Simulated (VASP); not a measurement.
# Tm2MgC2 (P4_2cm) in VASP: single point with PBE

Aim: the single point of Tm2MgC2 with PBE.

Program: VASP 6.6.1. These are calculated values, not measurements. Logs are shortened: lines on timing, memory, paths and dates and some standing lists are left out, and cuts for length are marked.

## Step 1: The cell of the first run

The typed cell holds 10 atoms: a = 5.417 Å, b = 5.417 Å, c = 5.322 Å, α = 90.00°, β = 90.00°, γ = 90.00°.

The cell was built from a structure type or drawn by symmetry, and may not be a known phase.

## Step 2: Single point, PBE

Contents of INCAR:

```
SYSTEM = Tm2MgC2
ALGO     = Normal         ! electronic algorithm
EDIFF    = 1E-6           ! SCF threshold, eV
ENCUT    = 600            ! plane-wave cutoff, eV
GGA      = PE             ! functional
GGA_COMPAT= .FALSE.      
ISIF     = 2              ! what is computed and relaxed
ISMEAR   = 0              ! smearing method
LASPH    = .TRUE.         ! aspherical terms in the spheres
LCHARG   = .FALSE.        ! write CHGCAR
LMAXMIX  = 6              ! l up to which the mixer works
LREAL    = .FALSE.        ! projectors in reciprocal space
LWAVE    = .FALSE.        ! write WAVECAR
NBANDS   = 39             ! bands
NELM     = 200            ! most SCF steps
PREC     = Accurate       ! precision mode
SIGMA    = 0.2            ! smearing width, eV
```

Contents of KPOINTS:

```
k-points
0
G
  3 3 4
  0 0 0
```

Contents of POSCAR:

```
Tm2MgC2
1.0
    5.4170542814      0.0000000000      0.0000000000
    0.0000000000      5.4170542814      0.0000000000
    0.0000000000      0.0000000000      5.3216529288
Tm Mg C
4 2 4
Direct
    0.3052629792      0.3052629792      0.0664431481
    0.6947370208      0.6947370208      0.0664431481
    0.6947370208      0.3052629792      0.5664431481
    0.3052629792      0.6947370208      0.5664431481
    0.0000000000      0.0000000000      0.8165753121
    0.0000000000      0.0000000000      0.3165753121
    0.2432647075      0.2432647075      0.5666815658
    0.7567352925      0.7567352925      0.5666815658
    0.7567352925      0.2432647075      0.0666815658
    0.2432647075      0.7567352925      0.0666815658
```

Potentials or basis: VASP PAW PBE potentials, release 64 (Tm_3, Mg, C), 4f in core.

Command:

```
$ cat potpaw_PBE.64/Tm_3/POTCAR potpaw_PBE.64/Mg/POTCAR potpaw_PBE.64/C/POTCAR > POTCAR
$ mpirun -np 1 vasp_std > vasp.out
```

OUTCAR:

```text
SYSTEM = Tm2MgC2
   EDIFF = 1E-6
   ENCUT = 600
   GGA = PE
   ISIF = 2
   ISMEAR = 0
   LASPH = .TRUE.
   LREAL = .FALSE.
   NELM = 200
   PREC = Accurate

 ion  position               nearest neighbor table
   1  0.305  0.305  0.066-   9 2.47  10 2.47   5 2.69   6 2.69   7 2.70   7 2.70   2 2.98   4 3.40
                             3 3.40   3 3.40   4 3.40
   2  0.695  0.695  0.066-   9 2.47  10 2.47   5 2.69   6 2.69   8 2.70   8 2.70   1 2.98   4 3.40
                             3 3.40   3 3.40   4 3.40
   3  0.695  0.305  0.566-   7 2.47   8 2.47   6 2.69   5 2.69   9 2.70   9 2.70   4 2.98   1 3.40
                             2 3.40   1 3.40   2 3.40
   4  0.305  0.695  0.566-   7 2.47   8 2.47   6 2.69   5 2.69  10 2.70  10 2.70   3 2.98   1 3.40
                             2 3.40   1 3.40   2 3.40
   5  0.000  0.000  0.817-   7 2.29   8 2.29   9 2.29  10 2.29   6 2.66   6 2.66   1 2.69   2 2.69
                             3 2.69   4 2.69
   6  0.000  0.000  0.317-   9 2.29  10 2.29   7 2.29   8 2.29   5 2.66   5 2.66   3 2.69   4 2.69
                             1 2.69   2 2.69
   7  0.243  0.243  0.567-   5 2.29   6 2.29   3 2.47   4 2.47   1 2.70   1 2.70
   8  0.757  0.757  0.567-   5 2.29   6 2.29   3 2.47   4 2.47   2 2.70   2 2.70
   9  0.757  0.243  0.067-   6 2.29   5 2.29   1 2.47   2 2.47   3 2.70   3 2.70
  10  0.243  0.757  0.067-   6 2.29   5 2.29   1 2.47   2 2.47   4 2.70   4 2.70

  LATTYP: Found a simple tetragonal cell.
 ALAT       =     5.4170542814
 C/A-ratio  =     0.9823887029

  Lattice vectors:

 A1 = (   5.4170542814,   0.0000000000,   0.0000000000)
 A2 = (   0.0000000000,   5.4170542814,   0.0000000000)
 A3 = (   0.0000000000,   0.0000000000,   5.3216529288)

Analysis of symmetry for initial positions (statically):
=====================================================================
 Subroutine PRICEL returns:
 Original cell was already a primitive cell.

 Routine SETGRP: Setting up the symmetry group for a
 simple tetragonal supercell.

 Subroutine GETGRP returns: Found  8 space group operations
 (whereof  4 operations were pure point group operations)
 out of a pool of 16 trial point group operations.

The static configuration has the point symmetry C_2v.
 The point group associated with its full space group is C_4v.

Analysis of symmetry for dynamics (positions and initial velocities):
=====================================================================
 Subroutine PRICEL returns:
 Original cell was already a primitive cell.

 Routine SETGRP: Setting up the symmetry group for a
 simple tetragonal supercell.

 Subroutine GETGRP returns: Found  8 space group operations
 (whereof  4 operations were pure point group operations)
 out of a pool of 16 trial point group operations.
[... 116 lines left out ...]
   EFERMI =   0.00;   METHOD = LEGACY
   ISMEAR =     0;   SIGMA  =   0.20  broadening in eV -4-tet -1-fermi 0-gaus
   EFERMI_NEDOS =   21; number of points for ismear=-14 and -15
   IALGO  =     38    algorithm
   IMIX   =      4    mixing-type and parameters
     AMIX     =   0.40;   BMIX     =  1.00
     AMIX_MAG =   1.60;   BMIX_MAG =  1.00
  volume/ion in A,a.u.               =      15.62       105.38
  Fermi-wavevector in a.u.,A,eV,Ry     =   1.163090  2.197921 18.405656  1.352778
  Thomas-Fermi vector in A             =   2.299643
   LORBIT       =      0    0 simple, 1 ext, 2 COOP (PROOUT), +10 PAW based schemes
   GGA     = PE    functional components
   LHFCALC =     F    Hartree Fock is set to
   AEXX    =    0.0000 exact exchange contribution
   IVDW    =     0    specifies the selected vdW correction
   LEPSILON=     F    determine dielectric tensor
   LRPA    =     F    only Hartree local field effects (RPA)
 non-spin polarized calculation
 Gauss-broadening in eV      SIGMA  =   0.20
  energy-cutoff  :      600.00
  volume of cell :      156.16
 maximum number of plane-waves:      5227
 NGX is ok and might be reduce to    48
   NGX = 21   NGY = 21   NGZ = 21

 number of electron      56.0000000 magnetization

 Free energy of the ion-electron system (eV)
  ---------------------------------------------------
  ext. energy  EPLUGINS =         0.00000000
  ---------------------------------------------------
  free energy    TOTEN  =       -55.42086780 eV

  energy without entropy =      -55.37987906  energy(sigma->0) =      -55.40037343

 E-fermi :   3.7946     XC(G=0): -10.8098

 val. band max:        3.7817227332   @ k =   0.0000   0.0000   0.0000
 cond. band min:       3.8150761951   @ k =   0.0000   0.0000   0.0000
 fundamental gap:      0.0333534619
 Fermi energy:         3.7945804743

 k-point     1 :       0.0000    0.0000    0.0000
  band No.  band energies     occupation
      1     -21.4434      2.00000
      2     -21.2453      2.00000
      3     -21.0267      2.00000
      4     -20.7623      2.00000
      5     -20.7623      2.00000
      6     -20.7512      2.00000
[... 367 lines left out ...]
     38       8.4302      0.00000
     39       8.5065      0.00000

------------------------ aborting loop because EDIFF is reached ----------------------------------------

  FORCE on cell =-STRESS in cart. coord.  units (eV):
  Direction    XX          YY          ZZ          XY          YZ          ZX
  --------------------------------------------------------------------------------------
  -------------------------------------------------------------------------------------
  Total        0.1140813      0.1140813      0.9955023      0.0000000      0.0000000      0.0000000
  in kB        1.1704483      1.1704483     10.2136255      0.0000000      0.0000000      0.0000000
  external PRESSURE =       4.1848407 kB  Pullay stress =       0.0000000 kB

 VOLUME and BASIS-vectors are now :
 -----------------------------------------------------------------------------
  energy-cutoff  :      600.00
  volume of cell :      156.16
      direct lattice vectors                 reciprocal lattice vectors
     5.417054281  0.000000000  0.000000000     0.184602175  0.000000000  0.000000000
     0.000000000  5.417054281  0.000000000     0.000000000  0.184602175  0.000000000
     0.000000000  0.000000000  5.321652929     0.000000000  0.000000000  0.187911541

 POSITION                                       TOTAL-FORCE (eV/Angst)
 -----------------------------------------------------------------------------------
      1.65363      1.65363      0.35359        -0.016688     -0.016688      0.000894
      3.76343      3.76343      0.35359         0.016688      0.016688      0.000894
      3.76343      1.65363      3.01441         0.016688     -0.016688      0.000894
      1.65363      3.76343      3.01441        -0.016688      0.016688      0.000894
      0.00000      0.00000      4.34553         0.000000     -0.000000     -0.000258
      0.00000      0.00000      1.68470         0.000000     -0.000000     -0.000258
      1.31778      1.31778      3.01568        -0.038086     -0.038086     -0.000765
      4.09928      4.09928      3.01568         0.038086      0.038086     -0.000765
      4.09928      1.31778      0.35486         0.038086     -0.038086     -0.000765
      1.31778      4.09928      0.35486        -0.038086      0.038086     -0.000765
 -----------------------------------------------------------------------------------
    total drift:                                0.000000      0.000000      0.000069

  FREE ENERGIE OF THE ION-ELECTRON SYSTEM (eV)
  ---------------------------------------------------
  free  energy   TOTEN  =       -55.4208678021 eV

  energy  without entropy=      -55.3798790627  energy(sigma->0) =      -55.40037343
```

stdout:

```text
POSCAR found type information on POSCAR TmMgC
 POSCAR found :  3 types and      10 ions
 scaLAPACK will be used
 LDA part: xc-table for (Slater+PW92), standard interpolation
 POSCAR, INCAR and KPOINTS ok, starting setup
 FFT: planning ... GRIDC
 FFT: planning ... GRID_SOFT
 FFT: planning ... GRID
 WAVECAR not read
 entering main loop
```

Wall time 1.7 min (1 thread of Intel Xeon Platinum 8259CL at 2.50GHz (Skylake/Cascade Lake), shared host); peak memory 0.35 GiB.

Results:

```
Free energy            : -55.4209 eV
Pressure               : 0.4 GPa
Largest force          : 0.054 eV/Å
Band gap on the k mesh : zero (bands 28 and 29 overlap by 0.24 eV)
```

Forces on the atoms (eV/Å):
```
Tm  -0.017 -0.017  0.001
Tm   0.017  0.017  0.001
Tm   0.017 -0.017  0.001
Tm  -0.017  0.017  0.001
Mg   0.000  0.000  0.000
Mg   0.000  0.000  0.000
C   -0.038 -0.038 -0.001
C    0.038  0.038 -0.001
C    0.038 -0.038 -0.001
C   -0.038  0.038 -0.001
```

Stress tensor (GPa, compression positive):
```
0.12 0.00 0.00
0.00 0.12 0.00
0.00 0.00 1.02
```

Levels at points of the mesh, in eV from the Fermi level:
```csv
k point,band 25,band 26,band 27,band 28,band 29,band 30,band 31,band 32
"(0.00, 0.00, 0.00)",-0.56,-0.04,-0.01,0.02,0.02,0.36,0.39,1.30
"(0.00, 0.00, 0.50)",-0.91,-0.91,-0.54,-0.54,0.25,0.25,2.44,2.44
```

Caveat: the k points lie up to 0.39 Å⁻¹ apart; spin-orbit coupling is left out, which moves the levels of the heavy elements; the 4f electrons are frozen in the core, so they carry no moment and show no levels. Spin polarisation is off, so any magnetic state and its effect on volume and gap are missing.
